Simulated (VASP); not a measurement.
# KIr (P-6m2) in VASP: single point with r2SCAN

Aim: the single point of KIr with r2SCAN.

Program: VASP 6.6.1. These are calculated values, not measurements. Logs are shortened: lines on timing, memory, paths and dates and some standing lists are left out, and cuts for length are marked.

**1. The cell of the first run**

It takes space group P-6m2 (No. 187, hexagonal). Conventional cell: a = 2.800 Å, b = 2.800 Å, c = 5.537 Å, α = 90.00°, β = 90.00°, γ = 120.00°. K (site symmetry -6m2) has 6 K at 2.80 Å and 6 Ir at 3.21 Å within 3.7 Å. Within 3.7 Å of Ir (site symmetry -6m2) lie 6 Ir at 2.80 Å and 6 K at 3.21 Å.

**2. Single point, r2SCAN**

File POSCAR:

```
KIr
1.0
    2.8004968828      0.0000000000      0.0000000000
   -1.4002484414      2.4253014438      0.0000000000
    0.0000000000      0.0000000000      5.5366158128
K Ir
1 1
Direct
    0.0000000000      0.0000000000      0.0000000000
    0.6666666667      0.3333333333      0.5000000000
```

File INCAR.step1:

```
PREC = Accurate
ENCUT = 520
ISMEAR = 0
SIGMA = 0.1
LREAL = False
LASPH = True
NELM = 80
NBANDS = 16
GGA = PE
ALGO = Normal
EDIFF = 1E-4
LWAVE = True
LCHARG = False
```

File INCAR.step2:

```
PREC = Accurate
ENCUT = 520
EDIFF = 1E-6
ISMEAR = 0
SIGMA = 0.1
LREAL = False
LASPH = True
NELM = 80
ALGO = Normal
ISIF = 2
LWAVE = False
LCHARG = True
METAGGA = R2SCAN
LMIXTAU = True
LELF = True
LVHAR = True
NBANDS = 16
ISTART = 1
```

File KPOINTS:

```
regular mesh
0
Gamma
  24 24 10
```

Potentials or basis: VASP PAW PBE potentials, release 64 (K_sv, Ir).

Started as:

```
$ cat potpaw_PBE.64/K_sv/POTCAR potpaw_PBE.64/Ir/POTCAR > POTCAR
$ cp INCAR.step1 INCAR
$ mpirun -np 1 vasp_std > vasp.out
$ cp INCAR.step2 INCAR
$ mpirun -np 1 vasp_std > vasp.out
```

OUTCAR:

```text
PREC = Accurate
   ENCUT = 520
   EDIFF = 1E-6
   ISMEAR = 0
   LREAL = False
   LASPH = True
   NELM = 80
   ISIF = 2
   METAGGA = R2SCAN
   ISTART = 1

 ion  position               nearest neighbor table
   1  0.000  0.000  0.000-   2 3.21   2 3.21   2 3.21   2 3.21   2 3.21   2 3.21
   2  0.667  0.333  0.500-   1 3.21   1 3.21   1 3.21   1 3.21   1 3.21   1 3.21

  LATTYP: Found a hexagonal cell.
 ALAT       =     2.8004968828
 C/A-ratio  =     1.9770119534

  Lattice vectors:

 A1 = (   2.8004968828,   0.0000000000,   0.0000000000)
 A2 = (  -1.4002484414,   2.4253014438,   0.0000000000)
 A3 = (   0.0000000000,   0.0000000000,   5.5366158128)

Analysis of symmetry for initial positions (statically):
=====================================================================
 Subroutine PRICEL returns:
 Original cell was already a primitive cell.

 Routine SETGRP: Setting up the symmetry group for a
 hexagonal supercell.

 Subroutine GETGRP returns: Found 12 space group operations
 (whereof 12 operations were pure point group operations)
 out of a pool of 24 trial point group operations.

The static configuration has the point symmetry D_3h.

Analysis of symmetry for dynamics (positions and initial velocities):
=====================================================================
 Subroutine PRICEL returns:
 Original cell was already a primitive cell.

 Routine SETGRP: Setting up the symmetry group for a
 hexagonal supercell.

 Subroutine GETGRP returns: Found 12 space group operations
 (whereof 12 operations were pure point group operations)
 out of a pool of 24 trial point group operations.

The dynamic configuration has the point symmetry D_3h.

 Subroutine INISYM returns: Found 12 space group operations
 (whereof 12 operations are pure point group operations),
 and found     1 'primitive' translations

----------------------------------------------------------------------------------------

                                     Primitive cell

  volume of cell :      37.6050

  direct lattice vectors                    reciprocal lattice vectors
     2.800496883  0.000000000  0.000000000     0.357079490  0.206159940  0.000000000
    -1.400248441  2.425301444  0.000000000     0.000000000  0.412319880  0.000000000
     0.000000000  0.000000000  5.536615813     0.000000000  0.000000000  0.180615747

  length of vectors
     2.800496883  2.800496883  5.536615813     0.412319880  0.412319880  0.180615747

  position of ions in fractional coordinates (direct lattice)
     0.000000000  0.000000000  0.000000000
[... 80 lines left out ...]
   EDIFFG = 0.1E-04   stopping-criterion for IOM
   NSW    =      0    number of steps for IOM
   IBRION =     -1    ionic relax: 0-MD 1-quasi-New 2-CG
   NFREE  =      0    steps in history (QN), initial steepest desc. (CG)
   ISIF   =      2    stress and relaxation
   ISYM   =      2    0-nonsym 1-usesym 2-fastsym
   POTIM  = 0.5000    time-step for ionic-motion
   TEBEG  =    0.0;   TEEND  =   0.0 temperature during run
   PSTRESS=    0.0 pullay stress
   NELECT =      18.0000    total number of electrons
   NUPDOWN=      -1.0000    fix difference up-down
   EMIN   =  10.00;   EMAX   =-10.00  energy-range for DOS
   EFERMI =   0.00;   METHOD = LEGACY
   ISMEAR =     0;   SIGMA  =   0.10  broadening in eV -4-tet -1-fermi 0-gaus
   EFERMI_NEDOS =   21; number of points for ismear=-14 and -15
   IALGO  =     38    algorithm
   IMIX   =      4    mixing-type and parameters
     AMIX     =   0.40;   BMIX     =  1.00
     AMIX_MAG =   1.60;   BMIX_MAG =  1.00
  volume/ion in A,a.u.               =      18.80       126.89
  Fermi-wavevector in a.u.,A,eV,Ry     =   1.280611  2.420004 22.313076  1.639965
  Thomas-Fermi vector in A             =   2.413029
   LORBIT       =      0    0 simple, 1 ext, 2 COOP (PROOUT), +10 PAW based schemes
   METAGGA = R2SCAN    functional components
   LHFCALC =     F    Hartree Fock is set to
   AEXX    =    0.0000 exact exchange contribution
   IVDW    =     0    specifies the selected vdW correction
   LEPSILON=     F    determine dielectric tensor
   LRPA    =     F    only Hartree local field effects (RPA)
 non-spin polarized calculation
 Gauss-broadening in eV      SIGMA  =   0.10
  energy-cutoff  :      520.00
  volume of cell :       37.60
 maximum number of plane-waves:      1029
 NGX is ok and might be reduce to    24
   NGX = 11   NGY = 11   NGZ = 21

 number of electron      17.9999999 magnetization

 Free energy of the ion-electron system (eV)
  ---------------------------------------------------
  ext. energy  EPLUGINS =         0.00000000
  ---------------------------------------------------
  free energy    TOTEN  =       -56.88964275 eV

  energy without entropy =      -56.88101326  energy(sigma->0) =      -56.88532801

 E-fermi :   5.3965     XC(G=0): -12.0042

 val. band max:        5.3945829092   @ k =   0.4167   0.0833   0.2000
 cond. band min:       5.3985154842   @ k =   0.2083   0.0417   0.4000
 fundamental gap:      0.0039325750
 Fermi energy:         5.3964558997

 k-point     1 :       0.0000    0.0000    0.0000
  band No.  band energies     occupation
      1     -29.1441      2.00000
      2     -11.4332      2.00000
      3      -9.9554      2.00000
      4      -9.9554      2.00000
      5      -2.0620      2.00000
      6       2.1122      2.00000
[... 433 lines left out ...]
      3     -10.7378      2.00000
      4     -10.6555      2.00000
      5       0.2764      2.00000
      6       1.8870      2.00000
[... 8 lines left out ...]
     15      15.4331      0.00000
     16      16.5077      0.00000

 [... further k-points ...]

------------------------ aborting loop because EDIFF is reached ----------------------------------------

  FORCE on cell =-STRESS in cart. coord.  units (eV):
  Direction    XX          YY          ZZ          XY          YZ          ZX
  --------------------------------------------------------------------------------------
  -------------------------------------------------------------------------------------
  Total        0.1552233      0.1552233      0.1003314      0.0000000     -0.0000000      0.0000000
  in kB        6.6133631      6.6133631      4.2746682      0.0000000     -0.0000000      0.0000000
  external PRESSURE =       5.8337981 kB  Pullay stress =       0.0000000 kB

 VOLUME and BASIS-vectors are now :
 -----------------------------------------------------------------------------
  energy-cutoff  :      520.00
  volume of cell :       37.60
      direct lattice vectors                 reciprocal lattice vectors
     2.800496883  0.000000000  0.000000000     0.357079490  0.206159940  0.000000000
    -1.400248441  2.425301444  0.000000000     0.000000000  0.412319880  0.000000000
     0.000000000  0.000000000  5.536615813     0.000000000  0.000000000  0.180615747

 POSITION                                       TOTAL-FORCE (eV/Angst)
 -----------------------------------------------------------------------------------
      0.00000      0.00000      0.00000        -0.000000      0.000000      0.000000
      1.40025      0.80843      2.76831         0.000000      0.000000      0.000000
 -----------------------------------------------------------------------------------
    total drift:                                0.000000     -0.000000      0.000000

  FREE ENERGIE OF THE ION-ELECTRON SYSTEM (eV)
  ---------------------------------------------------
  free  energy   TOTEN  =       -56.8896427531 eV

  energy  without entropy=      -56.8810132580  energy(sigma->0) =      -56.88532801
```

OUTCAR.step1:

```text
PREC = Accurate
   ENCUT = 520
   ISMEAR = 0
   LREAL = False
   LASPH = True
[... 679 lines left out ...]
      0.00000      0.00000      0.00000        -0.000000      0.000000      0.000000
      1.40025      0.80843      2.76831         0.000000      0.000000      0.000000
 -----------------------------------------------------------------------------------
    total drift:                                0.000000     -0.000000      0.000000

  FREE ENERGIE OF THE ION-ELECTRON SYSTEM (eV)
  ---------------------------------------------------
  free  energy   TOTEN  =        -8.2421389541 eV

  energy  without entropy=       -8.2339020973  energy(sigma->0) =       -8.23802053
```

Wall time 6.1 min (1 thread of Intel Xeon Platinum 8488C (Sapphire Rapids), shared host); peak memory 0.36 GiB.

Results:

```
Free energy            : -56.8896 eV
Pressure               : 0.6 GPa
Band gap on the k mesh : zero (bands 9 and 10 overlap by 1.52 eV)
```

Caveat: the PAW data sets were made with another functional, which shifts forces and pressure a little; spin-orbit coupling is left out, which moves the levels of the heavy elements.
